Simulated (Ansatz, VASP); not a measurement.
# LiCl in VASP and in Ansatz

```
Li Cl
1.0
     0.00000    2.56476    2.56476
     2.56476    0.00000    2.56476
     2.56476    2.56476    0.00000
Li Cl
1 1
Direct
  0.00000 0.00000 0.00000
  0.50000 0.50000 0.50000
```

Alike in both runs: task electric field gradients; functional r2SCAN; k mesh 9 × 9 × 9; occupations fermi-dirac, width 0.03 eV; no spin polarisation.

|  | VASP | Ansatz |
| --- | --- | --- |
| version | VASP 6.6.1 | Ansatz 0.2.0 |
| potentials or method | VASP PAW PBE potentials, release 64 (Li_sv, Cl) | PAW with Ansatz's default frozen-core files, scalar-relativistic |
| plane-wave cutoff (eV) | 520 | 500 |
| valence electrons in the cell | 10 | 10 |

Ansatz gave:

| Property | Result |
| --- | --- |
| gap on the k mesh at the Fermi level (eV) | 7.23 |

Task: What did VASP give for the same quantities?

Result: gap on the k mesh at the Fermi level (eV): 7.30.

VASP's potentials were made for PBE, not for r2SCAN.

Noted on VASP's run: the cutoff is under 1.25 times that of the potentials, so the pressure is a little rough.
